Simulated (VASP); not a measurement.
Here is a VASP 6.6.1 calculation.

File POSCAR:

```
HgTe
1.0
    0.0000000000      3.2235000000      3.0300900000
    3.2235000000      0.0000000000      3.0300900000
    3.2235000000      3.2235000000      0.0000000000
Hg Te
1 1
Direct
    0.0000000000      0.0000000000      0.0000000000
    0.7500000000      0.7500000000      0.7500000000
```

File INCAR.step1:

```
SYSTEM = HgTe
  PREC = Accurate
  ENCUT = 520
  ISMEAR = 0
  SIGMA = 0.15
  LREAL = .FALSE.
  LASPH = .TRUE.
  NELM = 60
  NBANDS = 16
  GGA = PE
  ALGO = Normal
  EDIFF = 1E-4
  LWAVE = .TRUE.
  LCHARG = .FALSE.
```

File INCAR.step2:

```
SYSTEM = HgTe
  PREC = Accurate
  ENCUT = 520
  EDIFF = 1E-6
  ISMEAR = 0
  SIGMA = 0.15
  LREAL = .FALSE.
  LASPH = .TRUE.
  NELM = 60
  ALGO = Normal
  ISIF = 2
  LWAVE = .FALSE.
  LCHARG = .FALSE.
  METAGGA = R2SCAN
  LMIXTAU = .TRUE.
  NBANDS = 16
  ISTART = 1
```

The input KPOINTS:

```
Automatic mesh
0
G
  14 14 14
  0 0 0
```

Potentials or basis: VASP PAW PBE potentials, release 64 (Hg, Te).

The run is started by

```bash
$ cat potpaw_PBE.64/Hg/POTCAR potpaw_PBE.64/Te/POTCAR > POTCAR
$ cp INCAR.step1 INCAR
$ mpirun -np 1 vasp_std > vasp.out
$ cp INCAR.step2 INCAR
$ mpirun -np 1 vasp_std > vasp.out
```

(1) What does it give for the band gap on the k mesh?

(2) Estimate the pressure.

Results:

(1) 0.14 eV (least direct gap 0.21 eV).

(2) 6.5 GPa.

Caveat: the cell differs from its parent crystal (strain -0.0600 x Voigt [0, 0, 1, 0, 0, 0]); the cell stands under pressure; the smearing spreads over this small gap; the PAW data sets were made with another functional, which shifts forces and pressure a little; spin-orbit coupling is left out, which moves the levels of the heavy elements.
